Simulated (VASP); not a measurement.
Wanted: the native input for a VASP 6.6.1 run.

```yaml
Task: single point
Functional: PBEsol
Potentials_or_basis: VASP PAW PBE potentials, release 64 (Hg)
Cutoff: 520 eV
k_mesh: 16 × 16 × 16
Occupations: gaussian, width 0.1 eV
Spin: no spin polarisation
Dipole_correction: no
Further_INCAR_settings: ALGO = Fast; EDIFF = 1e-07; NBANDS = 19
```

The structure of Hg lies in POSCAR:

```
Hg
1.0
   -3.0304790873      3.0304790873      1.5322637537
    3.0304790873     -3.0304790873      1.5322637537
    3.0304790873      3.0304790873     -1.5322637537
Hg
2
Direct
    0.7500000000      0.2500000000      0.5000000000
    0.0000000000      0.0000000000      0.0000000000
```

This cell differs from its parent crystal: strained.

One way to write it, as run:

INCAR

```
  ALGO = Fast
  EDIFF = 1E-7
  ENCUT = 520
  GGA = PS
  ISIF = 2
  ISMEAR = 0
  LASPH = True
  LCHARG = False
  LREAL = False
  LWAVE = False
  NBANDS = 19
  NELM = 100
  PREC = Accurate
  SIGMA = 0.1
```

KPOINTS

```
k-points
0
Gamma
  16 16 16
```

Potentials or basis: VASP PAW PBE potentials, release 64 (Hg).

Command:

```bash
$ cat potpaw_PBE.64/Hg/POTCAR > POTCAR
$ mpirun -np 1 vasp_std > vasp.out
```

It gave:

* Pressure: -2.8 GPa
* Band gap on the k mesh: zero (band 12 reaches 3.39 eV, above the bottom of band 13 at -0.11 eV)

Caveat: the cell differs from its parent crystal (strained); the PAW data sets were made with another functional, which shifts forces and pressure a little; spin-orbit coupling is left out, which moves the levels of the heavy elements.

Wall time 5.4 min on 1 thread of AMD EPYC 9R14 (Zen 4) (shared host), peak memory 0.4 GiB.
